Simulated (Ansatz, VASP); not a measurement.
B2P3 in VASP and in Ansatz

```
CELL_PARAMETERS angstrom
2.40077 1.38608 3.22563
-2.40077 1.38608 3.22563
0.00000 -2.77217 3.22563
ATOMIC_POSITIONS crystal
B 0.50000 0.50000 0.50000
B 0.00000 0.00000 0.00000
P 0.00000 0.00000 0.50000
P 0.50000 0.00000 0.00000
P 0.00000 0.50000 0.00000
```

Alike in both runs: task relaxation of cell and atoms; functional PBE; k mesh 12 × 12 × 12; occupations gaussian, width 0.1 eV; no spin polarisation.

|  | VASP | Ansatz |
| --- | --- | --- |
| version | VASP 6.6.1 | Ansatz 0.2.0 |
| potentials or method | VASP PAW PBE potentials, release 64 (B, P), cutoff 600 eV | scalar-relativistic, plane waves, PAW |
| valence electrons in the cell | 21 | 21 |

Ansatz gave:

```
gap on the k mesh at the Fermi level, each at its own relaxed structure (eV) : none
relaxed volume (Å³/atom)                                                     : 12.87
relaxed length of the cell vector where the two differ most in proportion (Å)              : 4.225
```

Question: What did VASP give for the same quantities?

Answer: gap on the k mesh at the Fermi level, each at its own relaxed structure (eV): none; relaxed volume (Å³/atom): 12.84; relaxed length of the cell vector where the two differ most in proportion (Å): 4.224.

A gap of «none» marks a metal or a gap that the smearing closes.
